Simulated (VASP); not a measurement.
# PtC18 in VASP: notebook, part 2 of 2

VASP 6.6.1. The steps go on from the part before.

### Step 3. Single point, PBE

Input file INCAR:

```
SYSTEM = PtC18
ALGO = Normal ; EDIFF = 1E-6
ENCUT = 520 ; GGA = PE
ISIF = 2 ; ISMEAR = 0
LASPH = .True. ; LCHARG = .False.
LREAL = Auto ; LWAVE = .False.
NBANDS = 56 ; NELM = 100
PREC = Accurate ; SIGMA = 0.02
```

Input file KPOINTS:

```
k-points
0
Gamma
  2 2 1
  0 0 0
```

Input file POSCAR:

```
PtC18
1.0
    7.3980000000      0.0000000000      0.0000000000
   -3.6990000000      6.4068560000      0.0000000000
    0.0000000000      0.0000000000     12.0000000000
C Pt
18 1
Direct
   -0.0027596194     -0.0057936373      0.0806787500
    0.2203032940      0.1066187534      0.0805381667
   -0.0026927717      0.3274698230      0.0781392500
    0.2197405543      0.4396871102      0.0797871667
   -0.0021486245      0.6611490878      0.0798259167
    0.2202534091      0.7733381240      0.0781707500
    0.3308939240     -0.0053892268      0.0803593333
    0.5534799282      0.1066081398      0.0806709167
    0.3276383768      0.3254849180      0.0855803333
    0.5517155803      0.4363046399      0.0999979167
    0.3304979098      0.6611431566      0.0798478333
    0.5525886032      0.7753464414      0.0857820833
    0.6641052328     -0.0057852088      0.0807347500
    0.8866801391      0.1062169963      0.0804718333
    0.6649820818      0.3254702462      0.0856837500
    0.8871056167      0.4396875784      0.0797885833
    0.6658353748      0.6644980003      0.1001123333
    0.8899030532      0.7753581476      0.0858003333
    0.6089880652      0.5501737514      0.2630292500
```

Potentials or basis: VASP PAW PBE potentials, release 64 (C, Pt).

Command:

```
cat potpaw_PBE.64/C/POTCAR potpaw_PBE.64/Pt/POTCAR > POTCAR
mpirun -np 1 vasp_std > vasp.out
```

OUTCAR:

```text
SYSTEM = PtC18
   EDIFF = 1E-6
   ENCUT = 520
   GGA = PE
   ISIF = 2
   ISMEAR = 0
   LASPH = .True.
   LREAL = Auto
   NELM = 100
   PREC = Accurate

 ion  position               nearest neighbor table
   1  0.997  0.994  0.081-  18 1.40  14 1.43   2 1.43
   2  0.220  0.107  0.081-   9 1.40   7 1.43   1 1.43
   3  0.997  0.327  0.078-  14 1.42  16 1.43   4 1.43
   4  0.220  0.440  0.080-  11 1.42   9 1.42   3 1.43
   5  0.998  0.661  0.080-  16 1.42   6 1.43  18 1.43
   6  0.220  0.773  0.078-   7 1.42   5 1.43  11 1.43
   7  0.331  0.995  0.080-   6 1.42   8 1.43   2 1.43
   8  0.553  0.107  0.081-  15 1.40   7 1.43  13 1.43
   9  0.328  0.325  0.086-   2 1.40   4 1.42  10 1.45
  10  0.552  0.436  0.100-   9 1.45  15 1.45  17 1.46  19 2.09
  11  0.330  0.661  0.080-   4 1.42  12 1.42   6 1.43
  12  0.553  0.775  0.086-  13 1.40  11 1.42  17 1.45
  13  0.664  0.994  0.081-  12 1.40  14 1.43   8 1.43
  14  0.887  0.106  0.080-   3 1.42   1 1.43  13 1.43
  15  0.665  0.325  0.086-   8 1.40  16 1.43  10 1.45
  16  0.887  0.440  0.080-   5 1.42  15 1.43   3 1.43
  17  0.666  0.664  0.100-  18 1.45  12 1.45  10 1.46  19 2.09
[... 207 lines left out ...]

 k-point     1 :       0.0000    0.0000    0.0000
  band No.  band energies     occupation
      1     -20.9161      2.00000
      2     -18.5455      2.00000
      3     -18.3650      2.00000
      4     -18.2988      2.00000
      5     -18.2742      2.00000
      6     -18.2517      2.00000
[... 213 lines left out ...]
     52       3.8929      0.00000
     53       4.2542      0.00000
 [bands above 53 left out]

------------------------ aborting loop because EDIFF is reached ----------------------------------------

  FORCE on cell =-STRESS in cart. coord.  units (eV):
  Direction    XX          YY          ZZ          XY          YZ          ZX
  --------------------------------------------------------------------------------------
  -------------------------------------------------------------------------------------
  Total        6.9769280      1.4317522      0.0483049     -0.0089404     -0.0130815     -0.0103310
  in kB       19.6532459      4.0330899      0.1360697     -0.0251842     -0.0368492     -0.0291013
  external PRESSURE =       7.9408018 kB  Pullay stress =       0.0000000 kB

 VOLUME and BASIS-vectors are now :
 -----------------------------------------------------------------------------
  energy-cutoff  :      520.00
  volume of cell :      568.78
      direct lattice vectors                 reciprocal lattice vectors
     7.398000000  0.000000000  0.000000000     0.135171668  0.078041398  0.000000000
    -3.699000000  6.406856000  0.000000000     0.000000000  0.156082796  0.000000000
     0.000000000  0.000000000 12.000000000     0.000000000  0.000000000  0.083333333

 POSITION                                       TOTAL-FORCE (eV/Angst)
 -----------------------------------------------------------------------------------
      3.70002      6.36974      0.96814         0.019350      0.015801     -0.003583
      1.23542      0.68309      0.96646        -0.009077     -0.011071      0.004892
      6.16677      2.09805      0.93767         0.007955      0.012722      0.000611
     -0.00076      2.81701      0.95745        -0.008910     -0.003864     -0.004659
      4.93651      4.23589      0.95791        -0.005779      0.000458      0.007485
     -1.23114      4.95467      0.93805         0.008635     -0.011055     -0.001244
[... 11 lines left out ...]
      3.71545      4.96761      1.02960         0.016207     -0.009068     -0.015067
      2.47020      3.52488      3.15635        -0.003097      0.000417      0.085702
 -----------------------------------------------------------------------------------
    total drift:                                0.008873     -0.007286      0.024209

  FREE ENERGIE OF THE ION-ELECTRON SYSTEM (eV)
  ---------------------------------------------------
  free  energy   TOTEN  =      -168.0063268626 eV

  energy  without entropy=     -168.0063268626  energy(sigma->0) =     -168.00632686
```

Run time: 2.5 min. Hardware: 1 thread of Intel Xeon 6975P-C (Granite Rapids), shared host; peak memory 0.58 GiB.

Results:

```
Free energy            : -168.0063 eV
Largest force          : 0.086 eV/Å
Band gap on the k mesh : 0.29 eV, direct
```

Forces on the atoms (eV/Å):
```
C    0.019  0.016 -0.004
C   -0.009 -0.011  0.005
C    0.008  0.013  0.001
C   -0.009 -0.004 -0.005
C   -0.006  0.000  0.007
C    0.009 -0.011 -0.001
C   -0.001  0.008  0.001
C    0.003 -0.011  0.006
C    0.005  0.004  0.004
C   -0.001 -0.027 -0.035
C   -0.016  0.003  0.001
C    0.004 -0.004 -0.006
C   -0.011  0.008  0.000
C   -0.003 -0.003 -0.005
C   -0.008  0.011 -0.008
C    0.005 -0.004  0.004
C   -0.001  0.020 -0.037
C    0.016 -0.009 -0.015
Pt  -0.003  0.000  0.086
```

Caveat: the k points lie up to 0.49 Å⁻¹ apart; spin-orbit coupling is left out, which moves the levels of the heavy elements.

### Step 4. Single point, PBE

Input file INCAR:

```
SYSTEM = PtC18
  ALGO = Normal
  EDIFF = 1E-6
  ENCUT = 520
  GGA = PE
  ISIF = 2
  ISMEAR = 0
  LASPH = .True.
  LCHARG = .False.
  LREAL = Auto
  LWAVE = .False.
  NBANDS = 56
  NELM = 80
  PREC = Accurate
  SIGMA = 0.02
```

KPOINTS is that of step 3.

Input file POSCAR:

```
PtC18
1.0
    7.3980000000      0.0000000000      0.0000000000
   -3.6990000000      6.4068560000      0.0000000000
    0.0000000000      0.0000000000     12.0000000000
C Pt
18 1
Direct
   -0.0025226371     -0.0105705513      0.0857254167
    0.2163427014      0.0968089497      0.0806124167
   -0.0045365179      0.3197423198      0.0781487500
    0.2167554387      0.4304122022      0.0803714167
   -0.0025547452      0.6520919153      0.0857275833
    0.2163227740      0.7636163510      0.0806140000
    0.3283259208     -0.0138109862      0.0803628333
    0.5496237909      0.0968372006      0.0781574167
    0.3287414680      0.3198130253      0.0805943333
    0.5476181426      0.4271851904      0.0856518333
    0.3287195034      0.6530078091      0.0806060833
    0.5475856204      0.7645153879      0.0857023333
    0.6618168759     -0.0133719253      0.0798329167
    0.8832706260      0.0973493083      0.0798321667
    0.6618130474      0.3192249053      0.0797889167
    0.8832783278      0.4299578452      0.0798058333
    0.6584263030      0.6512581210      0.1000779167
    0.8865887380      0.7653115662      0.1000846667
    0.7726060321      0.7082077387      0.2633024167
```

Potentials or basis: VASP PAW PBE potentials, release 64 (C, Pt).

Command:

```
cat potpaw_PBE.64/C/POTCAR potpaw_PBE.64/Pt/POTCAR > POTCAR
mpirun -np 1 vasp_std > vasp.out
```

OUTCAR:

```text
SYSTEM = PtC18
   EDIFF = 1E-6
   ENCUT = 520
   GGA = PE
   ISIF = 2
   ISMEAR = 0
   LASPH = .True.
   LREAL = Auto
   NELM = 80
   PREC = Accurate

 ion  position               nearest neighbor table
   1  0.997  0.989  0.086-   2 1.40  14 1.43  18 1.45
   2  0.216  0.097  0.081-   1 1.40   7 1.43   9 1.43
   3  0.995  0.320  0.078-   4 1.42  14 1.43  16 1.43
   4  0.217  0.430  0.080-   3 1.42   9 1.43  11 1.43
   5  0.997  0.652  0.086-   6 1.40  16 1.43  18 1.45
   6  0.216  0.764  0.081-   5 1.40   7 1.43  11 1.43
[... 8 lines left out ...]
  15  0.662  0.319  0.080-  16 1.42   8 1.42  10 1.43
  16  0.883  0.430  0.080-  15 1.42   3 1.43   5 1.43
  17  0.658  0.651  0.100-  10 1.45  12 1.45  18 1.46  19 2.09
  18  0.887  0.765  0.100-   5 1.45   1 1.45  17 1.46  19 2.09
  19  0.773  0.708  0.263-  18 2.09  17 2.09

  LATTYP: Found a hexagonal cell.
 ALAT       =     7.3980000000
 C/A-ratio  =     1.6220600162

  Lattice vectors:

 A1 = (   7.3980000000,   0.0000000000,   0.0000000000)
 A2 = (  -3.6990000000,   6.4068560000,   0.0000000000)
 A3 = (   0.0000000000,   0.0000000000,  12.0000000000)

Analysis of symmetry for initial positions (statically):
=====================================================================
 Subroutine PRICEL returns:
 Original cell was already a primitive cell.

 Routine SETGRP: Setting up the symmetry group for a
 hexagonal supercell.

 Subroutine GETGRP returns: Found  1 space group operations
 (whereof  1 operations were pure point group operations)
 out of a pool of 24 trial point group operations.

The static configuration has the point symmetry C_1 .

Analysis of symmetry for dynamics (positions and initial velocities):
=====================================================================
 Subroutine PRICEL returns:
 Original cell was already a primitive cell.

 Routine SETGRP: Setting up the symmetry group for a
 hexagonal supercell.

 Subroutine GETGRP returns: Found  1 space group operations
 (whereof  1 operations were pure point group operations)
 out of a pool of 24 trial point group operations.

The dynamic configuration has the point symmetry C_1 .

 Subroutine INISYM returns: Found  1 space group operations
 (whereof  1 operations are pure point group operations),
 and found     1 'primitive' translations

----------------------------------------------------------------------------------------

                                     Primitive cell

  volume of cell :     568.7750

  direct lattice vectors                    reciprocal lattice vectors
     7.398000000  0.000000000  0.000000000     0.135171668  0.078041398  0.000000000
    -3.699000000  6.406856000  0.000000000     0.000000000  0.156082796  0.000000000
     0.000000000  0.000000000 12.000000000     0.000000000  0.000000000  0.083333333

  length of vectors
     7.398000000  7.398000054 12.000000000     0.156082797  0.156082796  0.083333333

  position of ions in fractional coordinates (direct lattice)
     0.997477363  0.989429449  0.085725417
     0.216342701  0.096808950  0.080612417
     0.995463482  0.319742320  0.078148750
     0.216755439  0.430412202  0.080371417
     0.997445255  0.652091915  0.085727583
[... 62 lines left out ...]

 Following reciprocal coordinates:
            Coordinates               Weight
  0.000000  0.000000  0.000000      1.000000
  0.500000  0.000000  0.000000      1.000000
  0.000000  0.500000  0.000000      1.000000
  0.500000  0.500000  0.000000      1.000000
   k-points           NKPTS =      4   k-points in BZ     NKDIM =      4   number of bands    NBANDS=     56
   number of dos      NEDOS =    301   number of ions     NIONS =     19
   total plane-waves  NPLWV = 282240
   dimension x,y,z NGX =    56 NGY =   56 NGZ =   90
   dimension x,y,z NGXF=   112 NGYF=  112 NGZF=  180
   ions per type =              18   1
   NGX,Y,Z   is equivalent  to a cutoff of  12.58, 12.58, 12.47 a.u.
   NGXF,Y,Z  is equivalent  to a cutoff of  25.17, 25.17, 24.94 a.u.
 SYSTEM =  PtC18
   PREC   = accura    normal or accurate (medium, high low for compatibility)
   ISTART =      0    job   : 0-new  1-cont  2-samecut
   ICHARG =      2    charge: 1-file 2-atom 10-const
   ISPIN  =      1    spin polarized calculation?
   LNONCOLLINEAR =      F non collinear calculations
   LSORBIT =      F    spin-orbit coupling
   LASPH  =      T    aspherical Exc in radial PAW
   ENCUT  =  520.0 eV  38.22 Ry    6.18 a.u.  13.76 13.76 22.31*2*pi/ulx,y,z
   NELM   =     80;   NELMIN=  2; NELMDL= -5     # of ELM steps
   EDIFF  = 0.1E-05   stopping-criterion for ELM
   LREAL  =      T    real-space projection
   EDIFFG = 0.1E-04   stopping-criterion for IOM
   NSW    =      0    number of steps for IOM
   IBRION =     -1    ionic relax: 0-MD 1-quasi-New 2-CG
   NFREE  =      0    steps in history (QN), initial steepest desc. (CG)
   ISIF   =      2    stress and relaxation
   ISYM   =      2    0-nonsym 1-usesym 2-fastsym
   POTIM  = 0.5000    time-step for ionic-motion
   TEBEG  =    0.0;   TEEND  =   0.0 temperature during run
   PSTRESS=    0.0 pullay stress
   NELECT =      82.0000    total number of electrons
   NUPDOWN=      -1.0000    fix difference up-down
   EMIN   =  10.00;   EMAX   =-10.00  energy-range for DOS
   EFERMI =   0.00;   METHOD = LEGACY
   ISMEAR =     0;   SIGMA  =   0.02  broadening in eV -4-tet -1-fermi 0-gaus
   EFERMI_NEDOS =   21; number of points for ismear=-14 and -15
   IALGO  =     38    algorithm
   IMIX   =      4    mixing-type and parameters
     AMIX     =   0.40;   BMIX     =  1.00
     AMIX_MAG =   1.60;   BMIX_MAG =  1.00
  volume/ion in A,a.u.               =      29.94       202.01
  Fermi-wavevector in a.u.,A,eV,Ry     =   0.858419  1.622176 10.025902  0.736883
  Thomas-Fermi vector in A             =   1.975621
   LORBIT       =      0    0 simple, 1 ext, 2 COOP (PROOUT), +10 PAW based schemes
   GGA     = PE    functional components
   LHFCALC =     F    Hartree Fock is set to
   AEXX    =    0.0000 exact exchange contribution
   IVDW    =     0    specifies the selected vdW correction
   LEPSILON=     F    determine dielectric tensor
   LRPA    =     F    only Hartree local field effects (RPA)
 non-spin polarized calculation
 Gauss-broadening in eV      SIGMA  =   0.02
  energy-cutoff  :      520.00
  volume of cell :      568.78
 maximum number of plane-waves:     15363
 NGX is ok and might be reduce to    56
   NGX = 27   NGY = 27   NGZ = 45

 number of electron      81.9999999 magnetization

 Free energy of the ion-electron system (eV)
  ---------------------------------------------------
  ext. energy  EPLUGINS =         0.00000000
  ---------------------------------------------------
  free energy    TOTEN  =      -168.00645820 eV

  energy without entropy =     -168.00645820  energy(sigma->0) =     -168.00645820

 E-fermi :  -1.1886     XC(G=0):  -4.2151

 val. band max:       -1.3591650783   @ k =   0.0000   0.0000   0.0000
 cond. band min:      -1.0699098532   @ k =   0.0000   0.0000   0.0000
 fundamental gap:      0.2892552251
 Fermi energy:        -1.1886419317

 k-point     1 :       0.0000    0.0000    0.0000
  band No.  band energies     occupation
      1     -20.9165      2.00000
      2     -18.5445      2.00000
      3     -18.3645      2.00000
      4     -18.3004      2.00000
      5     -18.2744      2.00000
      6     -18.2537      2.00000
[... 213 lines left out ...]
     52       3.8919      0.00000
     53       4.2538      0.00000
 [bands above 53 left out]

------------------------ aborting loop because EDIFF is reached ----------------------------------------

  FORCE on cell =-STRESS in cart. coord.  units (eV):
  Direction    XX          YY          ZZ          XY          YZ          ZX
  --------------------------------------------------------------------------------------
  -------------------------------------------------------------------------------------
  Total        2.7689048      5.5862721     -0.0778599     -2.4292264      0.0121808      0.0088372
  in kB        7.7997030     15.7359196     -0.2193229     -6.8428661      0.0343119      0.0248934
  external PRESSURE =       7.7720999 kB  Pullay stress =       0.0000000 kB

 VOLUME and BASIS-vectors are now :
 -----------------------------------------------------------------------------
  energy-cutoff  :      520.00
  volume of cell :      568.78
      direct lattice vectors                 reciprocal lattice vectors
     7.398000000  0.000000000  0.000000000     0.135171668  0.078041398  0.000000000
    -3.699000000  6.406856000  0.000000000     0.000000000  0.156082796  0.000000000
     0.000000000  0.000000000 12.000000000     0.000000000  0.000000000  0.083333333

 POSITION                                       TOTAL-FORCE (eV/Angst)
 -----------------------------------------------------------------------------------
      3.71944      6.33913      1.02871        -0.003426     -0.006905     -0.006445
      1.24241      0.62024      0.96735         0.002989     -0.005517      0.000167
      6.18171      2.04854      0.93778        -0.012313      0.000234     -0.002289
      0.01146      2.75759      0.96446        -0.002074     -0.000092      0.005634
      4.96701      4.17786      1.02873        -0.001761     -0.002477     -0.008901
     -1.22426      4.89238      0.96737         0.005407      0.001795      0.000771
[... 11 lines left out ...]
      3.72810      4.90324      1.20102         0.019488      0.021531     -0.015741
      3.09608      4.53738      3.15963        -0.003866     -0.000344      0.025511
 -----------------------------------------------------------------------------------
    total drift:                               -0.007724     -0.000415      0.038159

  FREE ENERGIE OF THE ION-ELECTRON SYSTEM (eV)
  ---------------------------------------------------
  free  energy   TOTEN  =      -168.0064581952 eV

  energy  without entropy=     -168.0064581952  energy(sigma->0) =     -168.00645820
```

Run time: 2.5 min. Hardware: 1 thread of Intel Xeon 6975P-C (Granite Rapids), shared host; peak memory 0.57 GiB.

Results:

- Free energy: -168.0065 eV
- Largest force: 0.033 eV/Å
- Band gap on the k mesh: 0.29 eV, direct

Forces in eV/Å, atoms in the order of the input:
```
C   -0.003 -0.007 -0.006
C    0.003 -0.006  0.000
C   -0.012  0.000 -0.002
C   -0.002  0.000  0.006
C   -0.002 -0.002 -0.009
C    0.005  0.002  0.001
C   -0.011 -0.001  0.003
C   -0.007 -0.003 -0.004
C   -0.001  0.003  0.002
C    0.013  0.006  0.002
C   -0.001 -0.008  0.003
C    0.022 -0.001  0.001
C   -0.002  0.004  0.001
C    0.003 -0.005  0.003
C   -0.002  0.005  0.006
C   -0.005 -0.003  0.000
C   -0.014 -0.005 -0.017
C    0.019  0.022 -0.016
Pt  -0.004  0.000  0.026
```

Caveat: the k points lie up to 0.49 Å⁻¹ apart; spin-orbit coupling is left out, which moves the levels of the heavy elements.
